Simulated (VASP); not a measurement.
# HfSn3Se8 (C2/m) in VASP: single point with PBE

Aim: the single point of HfSn3Se8 with PBE.

All numbers are computed with VASP 6.6.1; they aren't measurements. Logs are shortened: lines on timing, memory, paths and dates and some standing lists are left out, and cuts for length are marked.

## 1. The cell of the first run

The structure is monoclinic, space group C2/m (No. 12). The conventional cell has a = 13.358 Å, b = 7.712 Å, c = 9.749 Å, α = 90.00°, β = 133.17°, γ = 90.00°. Within 3.6 Å of Hf (site symmetry 2/m) lie 6 Se at 2.71 Å. Within 3.6 Å of Sn (site symmetry -1) lie 6 Se at 2.73 to 2.76 Å. Sn (site symmetry 2/m) has 6 Se at 2.73 to 2.76 Å within 3.6 Å. Within 3.6 Å of Se (site symmetry 1) lie 1 Hf at 2.71 Å and 2 Sn at 2.76 Å. Within 3.6 Å of Se (site symmetry m) lie 1 Hf at 2.71 Å and 2 Sn at 2.75 Å. Se (site symmetry m) has 3 Sn at 2.73 Å within 3.6 Å.

## 2. Single point, PBE

File INCAR:

```
PREC     = Accurate       # precision mode
ENCUT    = 520            # plane-wave cutoff, eV
EDIFF    = 1E-6           # SCF threshold, eV
ISMEAR   = 0              # smearing method
SIGMA    = 0.2            # smearing width, eV
LREAL    = False          # projectors in reciprocal space
LASPH    = True           # aspherical terms in the spheres
NELM     = 80             # most SCF steps
ALGO     = Normal         # electronic algorithm
ISIF     = 2              # what is computed and relaxed
LWAVE    = False          # write WAVECAR
LCHARG   = True           # write CHGCAR
GGA      = PE             # functional
LELF     = True           # ELF
LVHAR    = True         
NBANDS   = 62             # bands
```

File KPOINTS:

```
regular mesh
0
Gamma
  4 4 4
```

File POSCAR:

```
HfSn3Se8
1.0
    0.0000000000     -7.7118780000      0.0000000000
   -6.6791586000     -3.8559390000      0.0000000000
   -0.0088557000     -3.8559390000     -7.1102108000
Hf Sn Se
1 3 8
Direct
    0.0000000000      0.0000000000      0.0000000000
    0.5000000000      0.5000000000      0.0000000000
    1.0000000000      0.5000000000      0.0000000000
    0.5000000000      0.0000000000      0.0000000000
    0.7844810000      0.1640490000      0.7749760000
    0.2763250000      0.6719790000      0.7753710000
    0.7778330000      0.6670640000      0.7772700000
    0.2764940000      0.1640490000      0.7749760000
    0.2155190000      0.8359510000      0.2250240000
    0.7236750000      0.3280210000      0.2246290000
    0.2221670000      0.3329360000      0.2227300000
    0.7235060000      0.8359510000      0.2250240000
```

Potentials or basis: VASP PAW PBE potentials, release 64 (Hf_pv, Sn_d, Se).

On the command line:

```bash
cat potpaw_PBE.64/Hf_pv/POTCAR potpaw_PBE.64/Sn_d/POTCAR potpaw_PBE.64/Se/POTCAR > POTCAR
mpirun -np 1 vasp_std > vasp.out
```

OUTCAR:

```text
PREC = Accurate
   ENCUT = 520
   EDIFF = 1E-6
   ISMEAR = 0
   LREAL = False
   LASPH = True
   NELM = 80
   ISIF = 2
   GGA = PE

 ion  position               nearest neighbor table
   1  0.000  0.000  0.000-   5 2.71   8 2.71   9 2.71  12 2.71  10 2.71   6 2.71
   2  0.500  0.500  0.000-   7 2.73  11 2.73  10 2.75   6 2.75   5 2.76   9 2.76
   3  0.000  0.500  0.000-   7 2.73  11 2.73  10 2.75   6 2.75   8 2.76  12 2.76
   4  0.500  0.000  0.000-   7 2.73  11 2.73   8 2.76  12 2.76   5 2.76   9 2.76
   5  0.784  0.164  0.775-   1 2.71   4 2.76   2 2.76
   6  0.276  0.672  0.775-   1 2.71   2 2.75   3 2.75
   7  0.778  0.667  0.777-   4 2.73   3 2.73   2 2.73
   8  0.276  0.164  0.775-   1 2.71   4 2.76   3 2.76
   9  0.216  0.836  0.225-   1 2.71   4 2.76   2 2.76
  10  0.724  0.328  0.225-   1 2.71   2 2.75   3 2.75
  11  0.222  0.333  0.223-   4 2.73   3 2.73   2 2.73
  12  0.724  0.836  0.225-   1 2.71   4 2.76   3 2.76

  LATTYP: Found a base centered monoclinic cell.
 ALAT       =    13.3583172000
 B/A-ratio  =     0.5773090940
 C/A-ratio  =     0.7298268341
 COS(beta)  =    -0.6841856744

  Lattice vectors:

 A1 = (  -6.6791586000,  -3.8559390000,   0.0000000000)
 A2 = (  -6.6791586000,   3.8559390000,   0.0000000000)
 A3 = (   6.6703029000,   0.0000000000,  -7.1102108000)

Analysis of symmetry for initial positions (statically):
=====================================================================
 Subroutine PRICEL returns:
 Original cell was already a primitive cell.

 Routine SETGRP: Setting up the symmetry group for a
 base centered monoclinic supercell.

 Subroutine GETGRP returns: Found  4 space group operations
 (whereof  4 operations were pure point group operations)
 out of a pool of  4 trial point group operations.

The static configuration has the point symmetry C_2h.

Analysis of symmetry for dynamics (positions and initial velocities):
=====================================================================
 Subroutine PRICEL returns:
 Original cell was already a primitive cell.

 Routine SETGRP: Setting up the symmetry group for a
 base centered monoclinic supercell.

 Subroutine GETGRP returns: Found  4 space group operations
 (whereof  4 operations were pure point group operations)
 out of a pool of  4 trial point group operations.

The dynamic configuration has the point symmetry C_2h.

 Subroutine INISYM returns: Found  4 space group operations
 (whereof  4 operations are pure point group operations),
 and found     1 'primitive' translations

----------------------------------------------------------------------------------------

                                     Primitive cell

  volume of cell :     366.2388

  direct lattice vectors                    reciprocal lattice vectors
     0.000000000 -7.711878000  0.000000000     0.074859729 -0.129670101  0.070228166
    -6.679158600 -3.855939000  0.000000000    -0.149719457  0.000000000  0.000186474
    -0.008855700 -3.855939000 -7.110210800     0.000000000  0.000000000 -0.140642806

  length of vectors
     7.711878000  7.712290527  8.088475852     0.165379289  0.149719573  0.140642806

  position of ions in fractional coordinates (direct lattice)
     0.000000000  0.000000000  0.000000000
     0.500000000  0.500000000  0.000000000
     0.000000000  0.500000000  0.000000000
     0.500000000  0.000000000  0.000000000
     0.784481000  0.164049000  0.774976000
     0.276325000  0.671979000  0.775371000
     0.777833000  0.667064000  0.777270000
     0.276494000  0.164049000  0.774976000
     0.215519000  0.835951000  0.225024000
     0.723675000  0.328021000  0.224629000
     0.222167000  0.332936000  0.222730000
     0.723506000  0.835951000  0.225024000

  ion indices of the primitive-cell ions
   primitive index   ion index
                 1           1
                 2           2
                 3           3
                 4           4
                 5           5
                 6           6
                 7           7
                 8           8
                 9           9
                10          10
                11          11
                12          12

----------------------------------------------------------------------------------------

 KPOINTS: regular mesh

Automatic generation of k-mesh.
 Grid dimensions read from file:
 generate k-points for:    4    4    4

 Generating k-lattice:

  Cartesian coordinates                     Fractional coordinates (reciprocal lattice)
     0.018714932 -0.032417525  0.017557042     0.250000000  0.000000000  0.000000000
    -0.037429864  0.000000000  0.000046619     0.000000000  0.250000000  0.000000000
     0.000000000  0.000000000 -0.035160702     0.000000000  0.000000000  0.250000000

  Length of vectors
     0.041344822  0.037429893  0.035160702

  Shift w.r.t. Gamma in fractional coordinates (k-lattice)
     0.000000000  0.000000000  0.000000000

 Subroutine IBZKPT returns following result:
 ===========================================

 Found     24 irreducible k-points:

 Following reciprocal coordinates:
            Coordinates               Weight
  0.000000  0.000000  0.000000      1.000000
  0.250000  0.000000 -0.000000      4.000000
  0.500000  0.000000 -0.000000      2.000000
  0.000000  0.250000  0.000000      2.000000
  0.250000  0.250000 -0.000000      4.000000
  0.500000  0.250000 -0.000000      4.000000
[... 16 lines left out ...]
  0.000000  0.250000  0.500000      2.000000
  0.000000  0.500000  0.500000      1.000000
   k-points           NKPTS =     24   k-points in BZ     NKDIM =     24   number of bands    NBANDS=     62
   number of dos      NEDOS =    301   number of ions     NIONS =     12
   total plane-waves  NPLWV = 216000
   dimension x,y,z NGX =    60 NGY =   60 NGZ =   60
   dimension x,y,z NGXF=   120 NGYF=  120 NGZF=  120
   ions per type =               1   3   8
   NGX,Y,Z   is equivalent  to a cutoff of  12.93, 12.93, 12.33 a.u.
   NGXF,Y,Z  is equivalent  to a cutoff of  25.87, 25.87, 24.66 a.u.
 SYSTEM =  unknown system
   PREC   = accura    normal or accurate (medium, high low for compatibility)
   ISTART =      0    job   : 0-new  1-cont  2-samecut
   ICHARG =      2    charge: 1-file 2-atom 10-const
   ISPIN  =      1    spin polarized calculation?
   LNONCOLLINEAR =      F non collinear calculations
   LSORBIT =      F    spin-orbit coupling
   LASPH  =      T    aspherical Exc in radial PAW
   ENCUT  =  520.0 eV  38.22 Ry    6.18 a.u.  14.34 14.34 15.04*2*pi/ulx,y,z
   NELM   =     80;   NELMIN=  2; NELMDL= -5     # of ELM steps
   EDIFF  = 0.1E-05   stopping-criterion for ELM
   LREAL  =      F    real-space projection
   EDIFFG = 0.1E-04   stopping-criterion for IOM
   NSW    =      0    number of steps for IOM
   IBRION =     -1    ionic relax: 0-MD 1-quasi-New 2-CG
   NFREE  =      0    steps in history (QN), initial steepest desc. (CG)
   ISIF   =      2    stress and relaxation
   ISYM   =      2    0-nonsym 1-usesym 2-fastsym
   POTIM  = 0.5000    time-step for ionic-motion
   TEBEG  =    0.0;   TEEND  =   0.0 temperature during run
   PSTRESS=    0.0 pullay stress
   NELECT =     100.0000    total number of electrons
   NUPDOWN=      -1.0000    fix difference up-down
   EMIN   =  10.00;   EMAX   =-10.00  energy-range for DOS
   EFERMI =   0.00;   METHOD = LEGACY
   ISMEAR =     0;   SIGMA  =   0.20  broadening in eV -4-tet -1-fermi 0-gaus
   EFERMI_NEDOS =   21; number of points for ismear=-14 and -15
   IALGO  =     38    algorithm
   IMIX   =      4    mixing-type and parameters
     AMIX     =   0.40;   BMIX     =  1.00
     AMIX_MAG =   1.60;   BMIX_MAG =  1.00
  volume/ion in A,a.u.               =      30.52       205.96
  Fermi-wavevector in a.u.,A,eV,Ry     =   1.062071  2.007022 15.347288  1.127994
  Thomas-Fermi vector in A             =   2.197509
   LORBIT       =      0    0 simple, 1 ext, 2 COOP (PROOUT), +10 PAW based schemes
   GGA     = PE    functional components
   LHFCALC =     F    Hartree Fock is set to
   AEXX    =    0.0000 exact exchange contribution
   IVDW    =     0    specifies the selected vdW correction
   LEPSILON=     F    determine dielectric tensor
   LRPA    =     F    only Hartree local field effects (RPA)
 non-spin polarized calculation
 Gauss-broadening in eV      SIGMA  =   0.20
  energy-cutoff  :      520.00
  volume of cell :      366.24
 maximum number of plane-waves:      9892
 NGX is ok and might be reduce to    60
   NGX = 29   NGY = 29   NGZ = 31

 number of electron     100.0000000 magnetization

 number of electron      99.9999987 magnetization

 Free energy of the ion-electron system (eV)
  ---------------------------------------------------
  ext. energy  EPLUGINS =         0.00000000
  ---------------------------------------------------
  free energy    TOTEN  =       -56.08685868 eV

  energy without entropy =      -56.05638803  energy(sigma->0) =      -56.07162335

 E-fermi :   2.3503     XC(G=0):  -8.5199

 val. band max:        2.1470995529   @ k =   0.0000   0.2500   0.0000
 cond. band min:       2.4057385135   @ k =   0.0000   0.0000   0.0000
 fundamental gap:      0.2586389606
 Fermi energy:         2.3503260979

 k-point     1 :       0.0000    0.0000    0.0000
  band No.  band energies     occupation
      1     -28.7835      2.00000
      2     -28.7822      2.00000
      3     -28.7313      2.00000
      4     -19.1064      2.00000
      5     -19.0761      2.00000
      6     -19.0725      2.00000
[... 54 lines left out ...]
     61       6.9365      0.00000
     62       7.0835      0.00000

 k-point     2 :       0.2500    0.0000   -0.0000
  band No.  band energies     occupation
      1     -28.7835      2.00000
      2     -28.7822      2.00000
      3     -28.7313      2.00000
      4     -19.0992      2.00000
      5     -19.0746      2.00000
      6     -19.0664      2.00000
[... 1429 lines left out ...]
      6     -19.0700      2.00000
[... 54 lines left out ...]
     61       7.5159      0.00000
     62       7.6580      0.00000

------------------------ aborting loop because EDIFF is reached ----------------------------------------

  FORCE on cell =-STRESS in cart. coord.  units (eV):
  Direction    XX          YY          ZZ          XY          YZ          ZX
  --------------------------------------------------------------------------------------
  -------------------------------------------------------------------------------------
  Total       -0.1008381     -0.0981999      0.0862101      0.0000000      0.0000000     -0.0055149
  in kB       -0.4411345     -0.4295929      0.3771413      0.0000000      0.0000000     -0.0241259
  external PRESSURE =      -0.1645287 kB  Pullay stress =       0.0000000 kB

 VOLUME and BASIS-vectors are now :
 -----------------------------------------------------------------------------
  energy-cutoff  :      520.00
  volume of cell :      366.24
      direct lattice vectors                 reciprocal lattice vectors
     0.000000000 -7.711878000  0.000000000     0.074859729 -0.129670101  0.070228166
    -6.679158600 -3.855939000  0.000000000    -0.149719457  0.000000000  0.000186474
    -0.008855700 -3.855939000 -7.110210800     0.000000000  0.000000000 -0.140642806

 POSITION                                       TOTAL-FORCE (eV/Angst)
 -----------------------------------------------------------------------------------
      0.00000      0.00000      0.00000         0.000000     -0.000000      0.000000
     -3.33958     -5.78391      0.00000         0.000000     -0.000000      0.000000
     -3.33958     -1.92797      0.00000         0.000000     -0.000000      0.000000
      0.00000     -3.85594      0.00000         0.000000     -0.000000      0.000000
     -1.10257     -9.67064     -5.51024         0.019757     -0.035251     -0.003575
     -4.49512     -7.71188     -5.51305        -0.041766      0.000000     -0.002672
     -4.46231    -11.56782     -5.52655         0.000680     -0.000000      0.044157
     -1.10257     -5.75311     -5.51024         0.019757      0.035251     -0.003575
     -5.58544     -5.75311     -1.59997        -0.019757      0.035251      0.003575
     -2.19289     -7.71188     -1.59716         0.041766     -0.000000      0.002672
     -2.22570     -3.85594     -1.58366        -0.000680      0.000000     -0.044157
     -5.58544     -9.67064     -1.59997        -0.019757     -0.035251      0.003575
 -----------------------------------------------------------------------------------
    total drift:                                0.000000      0.000000      0.000000

  FREE ENERGIE OF THE ION-ELECTRON SYSTEM (eV)
  ---------------------------------------------------
  free  energy   TOTEN  =       -56.0868586757 eV

  energy  without entropy=      -56.0563880261  energy(sigma->0) =      -56.07162335
```

Wall time 12 min (1 thread of Intel Xeon Platinum 8259CL at 2.50GHz (Skylake/Cascade Lake), shared host); peak memory 0.78 GiB.

What came out:

```yaml
Free_energy: -56.0869 eV
Pressure: 0.0 GPa
Largest_force: 0.044 eV/Å
Band_gap_on_the_k_mesh: 0.26 eV (least direct gap 0.28 eV)
```

Forces in eV/Å, atoms in the order of the input:
```
Hf   0.000  0.000  0.000
Sn   0.000  0.000  0.000
Sn   0.000  0.000  0.000
Sn   0.000  0.000  0.000
Se   0.020 -0.035 -0.004
Se  -0.042  0.000 -0.003
Se   0.001  0.000  0.044
Se   0.020  0.035 -0.004
Se  -0.020  0.035  0.004
Se   0.042  0.000  0.003
Se  -0.001  0.000 -0.044
Se  -0.020 -0.035  0.004
```

Caveat: semilocal functionals underestimate gaps, and a narrow one can read as zero; spin-orbit coupling is left out, which moves the levels of the heavy elements; this functional lacks dispersion, which binds layers or chains, so the pressure and a relaxed spacing across them are unreliable. A k mesh can miss the band edges.
